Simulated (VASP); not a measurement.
Here is a VASP 6.6.1 calculation.

The input INCAR:

```
SYSTEM = SiC
PREC = Accurate
ENCUT = 520
EDIFF = 1E-6
ISMEAR = 0
SIGMA = 0.05
LREAL = .False.
LASPH = .True.
NELM = 80
ALGO = Normal
ISIF = 2
LWAVE = .False.
LCHARG = .True.
GGA = PE
LELF = .True.
LVHAR = .True.
NBANDS = 36
```

File KPOINTS:

```
regular mesh
0
Gamma
  10 10 2
  0 0 0
```

Contents of POSCAR:

```
SiC
1.0
    2.1898640950     -2.1898640950      0.0000000000
    2.1898640950      0.0000000000     -2.1898640950
   12.0442525224      7.1170583086      7.1170583086
Si C
6 6
Direct
    0.7031500000     -0.2968500000      0.3958000000
    0.1614833333      0.1614833333      0.2291333333
    0.2448166667      0.2448166667      0.5624666667
    0.3281500000      0.3281500000      0.8958000000
   -0.2135166667     -0.2135166667      0.7291333333
    0.6198166667      0.6198166667      0.0624666667
    0.3385666667      0.3385666667      0.4374666667
   -0.2031000000     -0.2031000000      0.2708000000
   -0.1197666667     -0.1197666667      0.6041333333
   -0.0364333333     -0.0364333333      0.9374666667
   -0.5781000000     -0.5781000000      0.7708000000
    0.2552333333      0.2552333333      0.1041333333
```

Potentials or basis: VASP PAW PBE potentials, release 64 (Si, C).

Command:

```console
$ cat potpaw_PBE.64/Si/POTCAR potpaw_PBE.64/C/POTCAR > POTCAR
$ mpirun -np 1 vasp_std > vasp.out
```

(1) Predict the pressure.

(2) Estimate the band gap on the k mesh.

(3) Predict the largest force.

## Answers

(1) -1.9 GPa.

(2) 0.81 eV, indirect (least direct gap 1.68 eV).

(3) 1.456 eV/Å.

Caveat: forces of over 1 eV/Å act on the atoms, so gaps and moduli don't describe the material at rest.
